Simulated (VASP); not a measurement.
H:

```
H
1.0
     0.00000    2.23228    2.23228
     2.23228    0.00000    2.23228
     2.23228    2.23228    0.00000
H
2
Direct
  0.00000 0.00000 0.00000
  0.25000 0.25000 0.25000
```

* Program: VASP 6.6.1
* Task: relaxation of cell and atoms
* Functional: PBE
* Potentials or basis: VASP PAW PBE potentials, release 64 (H)
* Cutoff: 600 eV
* k mesh: 14 × 14 × 14
* Occupations: fermi-dirac, width 0.05 eV
* Spin: no spin polarisation

At the start: pressure -15.4 GPa; volume 11.12 Å³/atom.

Task: Where does the relaxation end?

Result: Over 10 steps the energy falls by 841.1 meV/atom and the volume is 3.42 Å³/atom (-69.3 %); space group Fd-3m (No. 227, to 0.05 Å).

Step by step:
```csv
step,energy change (eV),largest force (eV/Å),pressure (GPa),volume (Å³)
1,0.0000,0.0000,-15.40,22.25
2,-0.3350,0.0000,-17.50,18.98
3,-1.3001,0.0000,-20.35,11.13
4,1.0891,0.0000,418.16,2.53
5,-1.5509,0.0000,-16.17,8.98
6,-1.6632,0.0000,10.27,6.20
7,-1.6812,0.0000,-1.88,6.98
8,-1.6820,0.0000,0.66,6.78
9,-1.6821,0.0000,0.30,6.81
10,-1.6821,0.0000,-0.02,6.84
```

Final structure:
```
H
1.0
     0.00000    1.50630    1.50630
     1.50630    0.00000    1.50630
     1.50630    1.50630    0.00000
H
2
Direct
  0.00000 0.00000 0.00000
  0.25000 0.25000 0.25000
```

Caveat: the volume moved by over 15 % at a fixed basis, so the end points are rough.
